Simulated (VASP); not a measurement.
Wanted: the native input for a VASP 6.6.1 run.

| Property | Result |
| --- | --- |
| Task | single point |
| Functional | PBE |
| Potentials or basis | VASP PAW PBE potentials, release 64 (H, Fe, Tl_d) |
| Cutoff | 520 eV |
| k mesh | 5 × 5 × 5 |
| Occupations | fermi-dirac, width 0.1 eV |
| Spin | collinear spin, ferromagnetic start |
| Starting moments | [2.0, 1.0, 1.0, 1.0, 1.0, 3.0, 2.0, 1.0, 1.0] μB |
| Dipole correction | no |
| Further INCAR settings | ALGO = Normal; EDIFF = 1e-07; NBANDS = 34 |

The structure of Tl2FeH6 lies in POSCAR:

```
Tl2FeH6
1.0
    0.0000000000      3.5111160000      3.5111160000
    3.5111160000      0.0000000000      3.5111160000
    3.5111160000      3.5111160000      0.0000000000
H Fe Tl
6 1 2
Direct
    0.7580000000      0.2420000000      0.2420000000
    0.2420000000      0.7580000000      0.2420000000
    0.2420000000      0.7580000000      0.7580000000
    0.7580000000      0.2420000000      0.7580000000
    0.2420000000      0.2420000000      0.7580000000
    0.7580000000      0.7580000000      0.2420000000
    0.0000000000      0.0000000000      0.0000000000
    0.2500000000      0.2500000000      0.2500000000
    0.7500000000      0.7500000000      0.7500000000
```

The input as run:

INCAR

```
PREC     = Accurate       # precision mode
ENCUT    = 520            # plane-wave cutoff, eV
EDIFF    = 1E-7           # SCF threshold, eV
ISMEAR   = -1             # smearing method
SIGMA    = 0.1            # smearing width, eV
LREAL    = F              # projectors in reciprocal space
LASPH    = T              # aspherical terms in the spheres
NELM     = 150            # most SCF steps
ALGO     = Normal         # electronic algorithm
ISIF     = 2              # what is computed and relaxed
LWAVE    = F              # write WAVECAR
LCHARG   = T              # write CHGCAR
ISPIN    = 2              # spin polarisation
MAGMOM   = 2 1 1 1 1 3 2 1 1 # initial moments
LORBIT   = 11             # projections on sites
LMAXMIX  = 4              # l up to which the mixer works
GGA      = PE             # functional
LELF     = T              # ELF
LVHAR    = T            
NBANDS   = 34             # bands
```

KPOINTS

```
regular mesh
0
Gamma
  5 5 5
```

Potentials or basis: VASP PAW PBE potentials, release 64 (H, Fe, Tl_d).

Launch:

```console
$ cat potpaw_PBE.64/H/POTCAR potpaw_PBE.64/Fe/POTCAR potpaw_PBE.64/Tl_d/POTCAR > POTCAR
$ mpirun -np 1 vasp_std > vasp.out
```

Results of the run:

```
Pressure                                              : 1.7 GPa
Largest force                                         : 0.842 eV/Å
Net moment                                            : 0.71 μB per cell
Site moments                                          : H -0.00; Fe +0.69; Tl +0.04 μB
Valence electrons inside the program's atomic spheres : H 0.50; Fe 7.39; Tl 11.21
```

Run time: 4.9 min on 1 thread of Oxide Virtual Turin-like Processor, on a shared host, peak memory 0.37 GiB.
